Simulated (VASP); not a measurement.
Set up this calculation in VASP 6.6.1, as the native input.

```
Task                   : single point
Functional             : LDA
Potentials or basis    : VASP PAW LDA potentials, release 64 (Ir)
Cutoff                 : 520 eV
k mesh                 : 22 × 22 × 22
Occupations            : gaussian, width 0.15 eV
Spin                   : no spin polarisation
Dipole correction      : no
Further INCAR settings : ALGO = Normal; EDIFF = 1e-06; NBANDS = 10
```

The structure of Ir lies in POSCAR:

```
Ir
1.0
    0.0000000000      1.8709334088      1.8709334088
    1.8709334088      0.0000000000      1.8709334088
    1.8709334088      1.8709334088      0.0000000000
Ir
1
Direct
    0.0000000000      0.0000000000      0.0000000000
```

One way to write it, as run:

INCAR

```
SYSTEM = Ir
ALGO = Normal
EDIFF = 1E-6
ENCUT = 520
ISIF = 2
ISMEAR = 0
LASPH = .True.
LCHARG = .False.
LREAL = .False.
LWAVE = .False.
NBANDS = 10
NELM = 60
PREC = Accurate
SIGMA = 0.15
```

KPOINTS

```
k-points
0
Gamma
  22 22 22
  0 0 0
```

Potentials or basis: VASP PAW LDA potentials, release 64 (Ir).

Launch:

```console
$ cat potpaw_LDA.64/Ir/POTCAR > POTCAR
$ mpirun -np 1 vasp_std > vasp.out
```

Results of the run:

```
Pressure               : 29.1 GPa
Band gap on the k mesh : zero (an odd number of electrons rules out a gap without spin polarisation)
```

Caveat: the cell stands under pressure; spin-orbit coupling is left out, which moves the levels of the heavy elements.

It took 36 s on 1 thread of Intel(R) Xeon(R) Platinum 8488C (Sapphire Rapids), on a shared host, peak memory 0.16 GiB.
